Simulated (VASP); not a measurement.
Here is a VASP 6.6.1 calculation.

The input INCAR:

```
SYSTEM = Ba
PREC = Accurate ; ENCUT = 520
EDIFF = 1E-6 ; ISMEAR = 0
SIGMA = 0.1 ; LREAL = Auto
LASPH = .True. ; NELM = 100
ALGO = Normal ; ISIF = 2
LWAVE = .False. ; LCHARG = .False.
GGA = PE ; IVDW = 12
ISYM = 0 ; NBANDS = 105
```

File KPOINTS:

```
Automatic mesh
0
Gamma
  2 2 2
  0.5 0.5 0.5
```

POSCAR

```
Ba
1.0
  -11.7300000000      0.0000000000      0.0000000000
   -3.9100000000      0.0000000000     11.4000000000
   -5.8650000000     10.9500000000      0.0000000000
Ba
18
Direct
    0.8333333333      0.5000000000      0.6666666667
    0.8333333333      0.5000000000      0.3333333333
    0.6666666667      0.0000000000      0.6666666667
    0.5000000000      0.5000000000      0.6666666667
    0.8333333333      0.5000000000      0.0000000000
    0.6666666667      0.0000000000      0.3333333333
    0.5000000000      0.5000000000      0.3333333333
    0.3333333333      0.0000000000      0.6666666667
    0.1666666667      0.5000000000      0.6666666667
    0.6666666667      0.0000000000      0.0000000000
    0.5000000000      0.5000000000      0.0000000000
    0.3333333333      0.0000000000      0.3333333333
    0.1666666667      0.5000000000      0.3333333333
    0.0000000000      0.0000000000      0.6666666667
    0.3333333333      0.0000000000      0.0000000000
    0.1666666667      0.5000000000      0.0000000000
    0.0000000000      0.0000000000      0.3333333333
    0.0000000000      0.0000000000      0.0000000000
```

Potentials or basis: VASP PAW PBE potentials, release 64 (Ba_sv).

Launch:

```bash
$ cat potpaw_PBE.64/Ba_sv/POTCAR > POTCAR
$ mpirun -np 1 vasp_std > vasp.out
```

Q: Estimate the dispersion energy per atom.

A: -0.148 eV.

Q: What does it give for the band gap on the k mesh?

A: Zero (bands 90 and 91 overlap by 0.05 eV).

Q: Estimate the pressure.

A: 0.2 GPa.

Stress tensor (GPa, compression positive):
```
 2.33  0.00  0.00
 0.00  0.80  0.00
 0.00  0.00 -2.52
```

Caveat: spin-orbit coupling is left out, which moves the levels of the heavy elements.
